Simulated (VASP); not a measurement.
# Au (P6_3/mmc) in VASP: a series of runs, part 3 of 3

VASP 6.6.1.

## (6) Single point, PBE

This run uses another cell than the first one, of 18.02 Å³/atom, 1.038 times its volume.

INCAR

```
SYSTEM = Au
PREC     = Accurate       ! precision mode
ENCUT    = 500            ! plane-wave cutoff, eV
EDIFF    = 1E-6           ! SCF threshold, eV
ISMEAR   = 0              ! smearing method
SIGMA    = 0.15           ! smearing width, eV
LREAL    = .FALSE.        ! projectors in reciprocal space
LASPH    = .TRUE.         ! aspherical terms in the spheres
NELM     = 120            ! most SCF steps
ALGO     = Normal         ! electronic algorithm
ISIF     = 2              ! what is computed and relaxed
LWAVE    = .FALSE.        ! write WAVECAR
LCHARG   = .TRUE.         ! write CHGCAR
GGA      = PE             ! functional
LELF     = .TRUE.         ! ELF
LVHAR    = .TRUE.       
NBANDS   = 18             ! bands
GGA_COMPAT= .FALSE.
```

KPOINTS

```
regular mesh
0
G
  18 18 10
  0 0 0
```

POSCAR

```
Au
1.0
    2.9169619367      0.0000000000      0.0000000000
   -1.4584809683      2.5261631390      0.0000000000
    0.0000000000      0.0000000000      4.8900308251
Au
2
Direct
    0.3333333333      0.6666666667      0.7500000000
    0.6666666667      0.3333333333      0.2500000000
```

Potentials or basis: VASP PAW PBE potentials, release 64 (Au).

Launch:

```sh
cat potpaw_PBE.64/Au/POTCAR > POTCAR
mpirun -np 1 vasp_std > vasp.out
```

OUTCAR:

```text
SYSTEM = Au
   PREC = Accurate
   ENCUT = 500
   EDIFF = 1E-6
   ISMEAR = 0
   LREAL = .FALSE.
   LASPH = .TRUE.
   NELM = 120
   ISIF = 2
   GGA = PE

 ion  position               nearest neighbor table
   1  0.333  0.667  0.750-   2 2.97   2 2.97   2 2.97   2 2.97   2 2.97   2 2.97
   2  0.667  0.333  0.250-   1 2.97   1 2.97   1 2.97   1 2.97   1 2.97   1 2.97

  LATTYP: Found a hexagonal cell.
 ALAT       =     2.9169619367
 C/A-ratio  =     1.6764122848

  Lattice vectors:

 A1 = (   2.9169619367,   0.0000000000,   0.0000000000)
 A2 = (  -1.4584809683,   2.5261631390,   0.0000000000)
 A3 = (   0.0000000000,   0.0000000000,   4.8900308251)

Analysis of symmetry for initial positions (statically):
=====================================================================
 Subroutine PRICEL returns:
 Original cell was already a primitive cell.

 Routine SETGRP: Setting up the symmetry group for a
 hexagonal supercell.

 Subroutine GETGRP returns: Found 24 space group operations
 (whereof 12 operations were pure point group operations)
 out of a pool of 24 trial point group operations.

The static configuration has the point symmetry D_3d.
 The point group associated with its full space group is D_6h.
[... 162 lines left out ...]

 E-fermi :   8.5403     XC(G=0): -12.3842

 val. band max:        8.5229916047   @ k =   0.1667   0.1667   0.3000
 cond. band min:       8.5460923892   @ k =   0.3889  -0.0000   0.4000
 fundamental gap:      0.0231007846
 Fermi energy:         8.5403293446

 k-point     1 :       0.0000    0.0000    0.0000
  band No.  band energies     occupation
      1      -0.7085      2.00000
      2       1.6725      2.00000
      3       4.0174      2.00000
      4       4.2673      2.00000
      5       4.2673      2.00000
      6       4.5506      2.00000
[... 481 lines left out ...]
      5       4.4744      2.00000
      6       4.5916      2.00000
[... 10 lines left out ...]
     17      20.3953      0.00000
     18      23.0636      0.00000

 [... further k-points ...]

------------------------ aborting loop because EDIFF is reached ----------------------------------------

  FORCE on cell =-STRESS in cart. coord.  units (eV):
  Direction    XX          YY          ZZ          XY          YZ          ZX
  --------------------------------------------------------------------------------------
  -------------------------------------------------------------------------------------
  Total       -0.0569664     -0.0569664     -0.0492235     -0.0000000      0.0000000      0.0000000
  in kB       -2.5329422     -2.5329422     -2.1886640     -0.0000000      0.0000000      0.0000000
  external PRESSURE =      -2.4181828 kB  Pullay stress =       0.0000000 kB

 VOLUME and BASIS-vectors are now :
 -----------------------------------------------------------------------------
  energy-cutoff  :      500.00
  volume of cell :       36.03
      direct lattice vectors                 reciprocal lattice vectors
     2.916961937  0.000000000  0.000000000     0.342822437  0.197928626  0.000000000
    -1.458480968  2.526163139  0.000000000     0.000000000  0.395857253  0.000000000
     0.000000000  0.000000000  4.890030825     0.000000000  0.000000000  0.204497688

 POSITION                                       TOTAL-FORCE (eV/Angst)
 -----------------------------------------------------------------------------------
     -0.00000      1.68411      3.66752         0.000000     -0.000000      0.000000
      1.45848      0.84205      1.22251        -0.000000      0.000000      0.000000
 -----------------------------------------------------------------------------------
    total drift:                               -0.000000      0.000000     -0.000000

  FREE ENERGIE OF THE ION-ELECTRON SYSTEM (eV)
  ---------------------------------------------------
  free  energy   TOTEN  =        -6.4287726955 eV

  energy  without entropy=       -6.4192236523  energy(sigma->0) =       -6.42399817
```

stdout:

```text
POSCAR found type information on POSCAR Au
 POSCAR found :  1 types and       2 ions
 scaLAPACK will be used
 LDA part: xc-table for (Slater+PW92), standard interpolation
 POSCAR, INCAR and KPOINTS ok, starting setup
 FFT: planning ... GRIDC
 FFT: planning ... GRID_SOFT
 FFT: planning ... GRID
 WAVECAR not read
 entering main loop
```

Run time: 52 s. Hardware: 1 thread of AMD EPYC 9R45 (Zen 5), shared host; peak memory 0.21 GiB.

Results:

```yaml
Free_energy: -6.4288 eV
Pressure: -0.2 GPa
Band_gap_on_the_k_mesh: zero (band 11 reaches 12.58 eV, above the bottom of band 12 at 6.00 eV)
```

Caveat: spin-orbit coupling is left out, which moves the levels of the heavy elements.

## (7) Overview

```tsv
cell	gap on the mesh (eV)	pressure (GPa)
a = 2.880, b = 2.880, c = 4.829 Å, angles 90.0, 90.0, 120.0°, 2 atoms	none	5.5
a = 2.953, b = 2.953, c = 4.951 Å, angles 90.0, 90.0, 120.0°, 2 atoms	none	-4.8
a = 2.990, b = 2.990, c = 5.012 Å, angles 90.0, 90.0, 120.0°, 2 atoms	none	-8.3
a = 2.844, b = 2.844, c = 4.768 Å, angles 90.0, 90.0, 120.0°, 2 atoms	none	12.6
a = 2.917, b = 2.917, c = 4.890 Å, angles 90.0, 90.0, 120.0°, 2 atoms	none	-0.2
```

Alike in all rows: task single point; level PBE; potentials or basis VASP PAW PBE potentials, release 64 (Au); no spin polarisation; k mesh 18 × 18 × 10; cutoff (eV) 500; smearing gaussian 0.15 eV.

Caveats: spin-orbit coupling is left out, which moves the levels of the heavy elements.

Total energies depend on the potentials used, so only differences within one code and one set of settings carry meaning.
